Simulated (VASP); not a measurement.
# ZrN (Fm-3m) in VASP: notebook, part 2 of 2

VASP 6.6.1. Earlier steps stand in the parts before.

### 3 Single point, PBE

The input, INCAR:

```
SYSTEM = ZrN
PREC = Accurate
ENCUT = 600
EDIFF = 1E-6
ISMEAR = 1
SIGMA = 0.0048
LREAL = .FALSE.
LASPH = .TRUE.
NELM = 120
ALGO = Normal
ISIF = 2
LWAVE = .FALSE.
LCHARG = .FALSE.
GGA = PE
NBANDS = 16
ISYM = 0
GGA_COMPAT = .FALSE.
```

The input, KPOINTS:

```
Automatic mesh
0
Gamma
  5 1 5
  0.5 0.5 0.5
```

The input, POSCAR:

```
ZrN
1.0
    0.0000000000      2.2942655869      2.2942655869
    2.2942655869      0.0000000000      2.2942655869
    2.2942655869      2.2942655869      0.0000000000
Zr N
1 1
Direct
    0.5000000000      0.5000000000      0.5000000000
    0.0000000000      0.0000000000      0.0000000000
```

Potentials or basis: VASP PAW PBE potentials, release 64 (Zr_sv, N).

The run is started by

```sh
> cat potpaw_PBE.64/Zr_sv/POTCAR potpaw_PBE.64/N/POTCAR > POTCAR
> mpirun -np 1 vasp_std > vasp.out
```

OUTCAR:

```text
SYSTEM = ZrN
   PREC = Accurate
   ENCUT = 600
   EDIFF = 1E-6
   ISMEAR = 1
   LREAL = .FALSE.
   LASPH = .TRUE.
   NELM = 120
   ISIF = 2
   GGA = PE
   ISYM = 0

 ion  position               nearest neighbor table
   1  0.500  0.500  0.500-   2 2.29   2 2.29   2 2.29   2 2.29   2 2.29   2 2.29
   2  0.000  0.000  0.000-   1 2.29   1 2.29   1 2.29   1 2.29   1 2.29   1 2.29

IMPORTANT INFORMATION: All symmetrisations will be switched off!
NOSYMM: (Re-)initialisation of all symmetry stuff for point group C_1.

----------------------------------------------------------------------------------------

                                     Primitive cell

  volume of cell :      24.1524

  direct lattice vectors                    reciprocal lattice vectors
     0.000000000  2.294265587  2.294265587    -0.217934664  0.217934664  0.217934664
     2.294265587  0.000000000  2.294265587     0.217934664 -0.217934664  0.217934664
     2.294265587  2.294265587  0.000000000     0.217934664  0.217934664 -0.217934664

  length of vectors
     3.244581509  3.244581509  3.244581509     0.377473911  0.377473911  0.377473911

  position of ions in fractional coordinates (direct lattice)
     0.500000000  0.500000000  0.500000000
     0.000000000  0.000000000  0.000000000

  ion indices of the primitive-cell ions
   primitive index   ion index
                 1           1
                 2           2

----------------------------------------------------------------------------------------

 KPOINTS: Automatic mesh

Automatic generation of k-mesh.
 Grid dimensions read from file:
 generate k-points for:    5    1    5

 Generating k-lattice:

  Cartesian coordinates                     Fractional coordinates (reciprocal lattice)
    -0.043586933  0.043586933  0.043586933     0.200000000  0.000000000  0.000000000
     0.217934664 -0.217934664  0.217934664     0.000000000  1.000000000  0.000000000
     0.043586933  0.043586933 -0.043586933     0.000000000  0.000000000  0.200000000
[... 86 lines left out ...]
     AMIX     =   0.40;   BMIX     =  1.00
     AMIX_MAG =   1.60;   BMIX_MAG =  1.00
  volume/ion in A,a.u.               =      12.08        81.49
  Fermi-wavevector in a.u.,A,eV,Ry     =   1.456255  2.751923 28.853587  2.120679
  Thomas-Fermi vector in A             =   2.573195
   LORBIT       =      0    0 simple, 1 ext, 2 COOP (PROOUT), +10 PAW based schemes
   GGA     = PE    functional components
   LHFCALC =     F    Hartree Fock is set to
   AEXX    =    0.0000 exact exchange contribution
   IVDW    =     0    specifies the selected vdW correction
   LEPSILON=     F    determine dielectric tensor
   LRPA    =     F    only Hartree local field effects (RPA)
 non-spin polarized calculation
 Methfessel and Paxton  Order N= 1 SIGMA  =   0.00
  energy-cutoff  :      600.00
  volume of cell :       24.15
 maximum number of plane-waves:       810
 NGX is ok and might be reduce to    28
   NGX = 13   NGY = 13   NGZ = 13

 number of electron      17.0000000 magnetization

 Free energy of the ion-electron system (eV)
  ---------------------------------------------------
  ext. energy  EPLUGINS =         0.00000000
  ---------------------------------------------------
  free energy    TOTEN  =       -21.34608736 eV

  energy without entropy =      -21.34600680  energy(sigma->0) =      -21.34606051

 E-fermi :  12.1942     XC(G=0): -12.5005

 val. band max:       11.3188216336   @ k =   0.3000   0.5000   0.1000
 cond. band min:      12.1966125416   @ k =   0.3000   0.5000   0.5000
 fundamental gap:      0.8777909080
 Fermi energy:        12.1941913416

 k-point     1 :       0.1000    0.5000    0.1000
  band No.  band energies     occupation
      1     -37.6785      2.00000
      2     -16.5487      2.00000
      3     -15.5260      2.00000
      4     -15.5121      2.00000
      5      -2.3223      2.00000
      6       4.7022      2.00000
[... 224 lines left out ...]
      3     -15.5117      2.00000
      4     -15.4392      2.00000
      5      -2.1056      2.00000
      6       4.3566      2.00000
[... 8 lines left out ...]
     15      24.1418      0.00000
     16      24.2294      0.00000

------------------------ aborting loop because EDIFF is reached ----------------------------------------

  FORCE on cell =-STRESS in cart. coord.  units (eV):
  Direction    XX          YY          ZZ          XY          YZ          ZX
  --------------------------------------------------------------------------------------
  -------------------------------------------------------------------------------------
  Total       -0.8417469      0.1638758     -0.8449106     -0.1755347     -0.1717516     -7.2701192
  in kB      -55.8381530     10.8708737    -56.0480217    -11.6442778    -11.3933173   -482.2708858
  external PRESSURE =     -33.6717670 kB  Pullay stress =       0.0000000 kB

 VOLUME and BASIS-vectors are now :
 -----------------------------------------------------------------------------
  energy-cutoff  :      600.00
  volume of cell :       24.15
      direct lattice vectors                 reciprocal lattice vectors
     0.000000000  2.294265587  2.294265587    -0.217934664  0.217934664  0.217934664
     2.294265587  0.000000000  2.294265587     0.217934664 -0.217934664  0.217934664
     2.294265587  2.294265587  0.000000000     0.217934664  0.217934664 -0.217934664

 POSITION                                       TOTAL-FORCE (eV/Angst)
 -----------------------------------------------------------------------------------
      2.29427      2.29427      2.29427        -0.000000      0.000000      0.000000
      0.00000      0.00000      0.00000         0.000000     -0.000000     -0.000000
 -----------------------------------------------------------------------------------
    total drift:                               -0.000000     -0.000001     -0.000001

  FREE ENERGIE OF THE ION-ELECTRON SYSTEM (eV)
  ---------------------------------------------------
  free  energy   TOTEN  =       -21.3460873577 eV

  energy  without entropy=      -21.3460068021  energy(sigma->0) =      -21.34606051
```

stdout:

```text
POSCAR found type information on POSCAR ZrN
 POSCAR found :  2 types and       2 ions
 scaLAPACK will be used
 LDA part: xc-table for (Slater+PW92), standard interpolation
 -----------------------------------------------------------------------------
|                                                                             |
|           W    W    AA    RRRRR   N    N  II  N    N   GGGG   !!!           |
|           W    W   A  A   R    R  NN   N  II  NN   N  G    G  !!!           |
|           W    W  A    A  R    R  N N  N  II  N N  N  G       !!!           |
|           W WW W  AAAAAA  RRRRR   N  N N  II  N  N N  G  GGG   !            |
|           WW  WW  A    A  R   R   N   NN  II  N   NN  G    G                |
|           W    W  A    A  R    R  N    N  II  N    N   GGGG   !!!           |
|                                                                             |
|     Your reciprocal lattice and k-lattice belong to different lattice       |
|     classes:                                                                |
|                                                                             |
|        The reciprocal lattice is body-centered cubic,                       |
|        whereas your k-lattice is face-centered orthorhombic.                |
|                                                                             |
|     Results are often still useful ...                                      |
|                                                                             |
 -----------------------------------------------------------------------------

 POSCAR, INCAR and KPOINTS ok, starting setup
 FFT: planning ... GRIDC
 FFT: planning ... GRID_SOFT
 FFT: planning ... GRID
 WAVECAR not read
 entering main loop
```

It took 9.8 s on 1 thread of Intel Xeon Platinum 8488C (Sapphire Rapids), shared host; peak memory 0.15 GiB.

The run converged, but its numbers aren't listed here, since they failed a check.

Caveat: the k points lie up to 2.37 Å⁻¹ apart.

### 4 Single point, PBE, collinear spin, ferromagnetic start

The input, INCAR:

```
SYSTEM = ZrN
PREC = Accurate
ENCUT = 600
EDIFF = 1E-6
ISMEAR = 0
SIGMA = 0.1
LREAL = .FALSE.
LASPH = .TRUE.
NELM = 200
ALGO = Normal
ISIF = 2
LWAVE = .FALSE.
LCHARG = .FALSE.
ISPIN = 2
MAGMOM = 2 0
LORBIT = 11
LMAXMIX = 4
GGA = PE
ISYM = 0
NBANDS = 20
GGA_COMPAT = .FALSE.
```

The input, KPOINTS:

```
Automatic mesh
0
Gamma
  2 2 2
  0.25 0.25 0.25
```

POSCAR is that of step 3.

The run is started by

```sh
> cat potpaw_PBE.64/Zr_sv/POTCAR potpaw_PBE.64/N/POTCAR > POTCAR
> mpirun -np 1 vasp_std > vasp.out
```

Wall time 71 s (1 thread of Intel Xeon Platinum 8488C (Sapphire Rapids), shared host); peak memory 0.19 GiB.

Results (log left out):

```
Free energy                                           : -20.5944 eV
Pressure                                              : -0.6 GPa
Net moment                                            : 0.00 μB per cell
Valence electrons inside the program's atomic spheres : Zr 9.83; N 3.72
```

Levels at points of the mesh, in eV from the Fermi level:
Spin up:
```csv
k point,band 4,band 5,band 6,band 7,band 8,band 9,band 10,band 11,band 12,band 13
"(0.12, 0.12, 0.12)",-27.29,-15.74,-3.60,-3.22,-3.22,0.00,0.05,0.05,2.66,2.66
```
Spin down:
```csv
k point,band 5,band 6,band 7,band 8,band 9,band 10,band 11,band 12
"(0.12, 0.12, 0.12)",-15.74,-3.60,-3.22,-3.22,0.00,0.05,0.05,2.66
```

Caveat: the k points lie up to 1.19 Å⁻¹ apart.

### 5 Single point, revPBE

The input, INCAR:

```
ALGO = Normal
EDIFF = 1E-6
ENCUT = 600
GGA = RE
GGA_COMPAT = F
ISIF = 2
ISMEAR = 0
ISYM = 0
LASPH = T
LCHARG = T
LELF = T
LREAL = F
LVHAR = T
LWAVE = F
NBANDS = 16
NELM = 120
PREC = Accurate
SIGMA = 0.1
```

The input, KPOINTS:

```
k-points
0
Gamma
  1 5 8
```

The input, POSCAR:

```
ZrN
1.0
    0.0000000000      2.2942655869      2.2942655869
    2.2942655869      0.0000000000      2.2942655869
    2.2942655869      2.2942655869      0.0000000000
Zr N
1 1
Direct
    0.8960000000      1.1080000000      0.7510000000
    0.3960000000      0.6080000000      0.2510000000
```

The run is started by

```sh
> cat potpaw_PBE.64/Zr_sv/POTCAR potpaw_PBE.64/N/POTCAR > POTCAR
> mpirun -np 1 vasp_std > vasp.out
```

Run time: 17 s. Hardware: 1 thread of Intel Xeon Platinum 8488C (Sapphire Rapids), shared host; peak memory 0.15 GiB.

The run converged, but its numbers aren't listed here, since they failed a check.

Caveat: the k points lie up to 2.37 Å⁻¹ apart; the PAW data sets were made with another functional, which shifts forces and pressure a little.

### 6 Single point, LDA

This run uses another cell than the first one, of 10.31 Å³/atom, 0.854 times its volume.

The input, INCAR:

```
SYSTEM = ZrN
ALGO     = Normal         ! electronic algorithm
EDIFF    = 1E-6           ! SCF threshold, eV
ENCUT    = 600            ! plane-wave cutoff, eV
GGA      = CA             ! functional
GGA_COMPAT= .FALSE.      
ISIF     = 2              ! what is computed and relaxed
ISMEAR   = 1              ! smearing method
LASPH    = .TRUE.         ! aspherical terms in the spheres
LCHARG   = .FALSE.        ! write CHGCAR
LREAL    = .FALSE.        ! projectors in reciprocal space
LWAVE    = .FALSE.        ! write WAVECAR
NBANDS   = 16             ! bands
NELM     = 120            ! most SCF steps
PREC     = Accurate       ! precision mode
SIGMA    = 0.013          ! smearing width, eV
```

The input, KPOINTS:

```
k-points
0
G
  8 8 8
  0 0 0
```

The input, POSCAR:

```
ZrN
1.0
    0.0000000000      2.1766886589      2.1766886589
    2.1766886589      0.0000000000      2.1766886589
    2.1766886589      2.1766886589      0.0000000000
Zr N
1 1
Direct
    0.5000000000      0.5000000000      0.5000000000
    0.0000000000      0.0000000000      0.0000000000
```

Potentials or basis: VASP PAW LDA potentials, release 64 (Zr_sv, N).

The run is started by

```sh
> cat potpaw_LDA.64/Zr_sv/POTCAR potpaw_LDA.64/N/POTCAR > POTCAR
> mpirun -np 1 vasp_std > vasp.out
```

Run time: 16 s. Hardware: 1 thread of Intel Xeon Platinum 8488C (Sapphire Rapids), shared host; peak memory 0.15 GiB.

The run converged. Its results:

* Free energy: -22.0740 eV
* Pressure: 43.4 GPa

Levels at points of the mesh, in eV from the Fermi level:
| k point | band 6 | band 7 | band 8 | band 9 | band 10 | band 11 | band 12 | band 13 |
| --- | --- | --- | --- | --- | --- | --- | --- | --- |
| (0.00, 0.00, 0.00) | -2.82 | -2.82 | -2.82 | -0.53 | -0.53 | -0.53 | 1.91 | 1.91 |
| (0.50, 0.00, 0.00) | -8.44 | -6.48 | -6.48 | 3.77 | 3.85 | 3.85 | 5.55 | 9.55 |
| (0.50, 0.50, 0.00) | -4.24 | -4.22 | -3.12 | -3.12 | 4.17 | 5.70 | 5.70 | 6.85 |

### 7 Summary

```tsv
level	potentials or basis	spin	cell	k mesh	smearing	gap on the mesh (eV)	pressure (GPa)	moment (μB)
PBE	VASP PAW PBE potentials, release 64 (Zr_sv, N)	collinear, ferromagnetic start	a = 3.245 Å, angles 60.0°, 2 atoms	2 × 2 × 2	methfessel-paxton 0.136057 eV	none	0.8	0.26
PBE	VASP PAW PBE potentials, release 64 (Zr_sv, N)	collinear, ferromagnetic start	a = 3.245 Å, angles 60.0°, 2 atoms	2 × 2 × 2, shifted	gaussian 0.1 eV	none	-0.6	0.00
LDA	VASP PAW LDA potentials, release 64 (Zr_sv, N)	off	a = 3.078 Å, angles 60.0°, 2 atoms	8 × 8 × 8	methfessel-paxton 0.013 eV	none	43.4	-
```

Alike in all rows: task single point; cutoff (eV) 600.

Caveats: some runs use coarse meshes; the moment fell far below its start of 5 μB, so a state of higher moment may lie lower in energy (some runs).

Total energies depend on the potentials used, so only differences within one code and one set of settings carry meaning.
